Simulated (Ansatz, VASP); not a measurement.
# AlN in VASP and in Ansatz

```
Al N
1.0
     4.37714    0.00000    0.00000
     0.00000   -4.37714    0.00000
     0.00000    0.00000   -4.37714
Al N
4 4
Direct
  0.00000 0.02879 0.00000
  0.50000 0.50000 0.00000
  0.50000 0.00000 0.50000
  0.00000 0.50000 0.50000
  0.75000 0.75000 0.75000
  0.25000 0.25000 0.75000
  0.25000 0.75000 0.25000
  0.75000 0.25000 0.25000
```

Alike in both runs: task single point; functional PBEsol; k mesh 6 × 6 × 6; occupations gaussian, width 0.05 eV; no spin polarisation.

|  | VASP | Ansatz |
| --- | --- | --- |
| version | VASP 6.6.1 | Ansatz 0.2.0 |
| potentials or method | VASP PAW PBE potentials, release 64 (Al, N), cutoff 520 eV | scalar-relativistic, plane waves, PAW |
| valence electrons in the cell | 32 | 32 |

```csv
,VASP,Ansatz,Ansatz less VASP
gap on the k mesh at the Fermi level (eV),2.76,2.77,+0.008
least direct gap on the mesh (eV),2.76,2.77,+0.008
pressure (GPa),0.6,0.6,-0.02
"traceless stress, the component that is largest in VASP (GPa)",2.24,2.20,-0.037
rms of the force components (eV/Å),0.616,0.612,-0.0032
```

VASP's potentials were made for PBE, not for PBEsol, and Ansatz warns of the same on its side. Atom by atom the forces differ by 0.004 eV/Å (rms over components). The functional is the same, so the differences come from potentials, cutoffs and numerics.
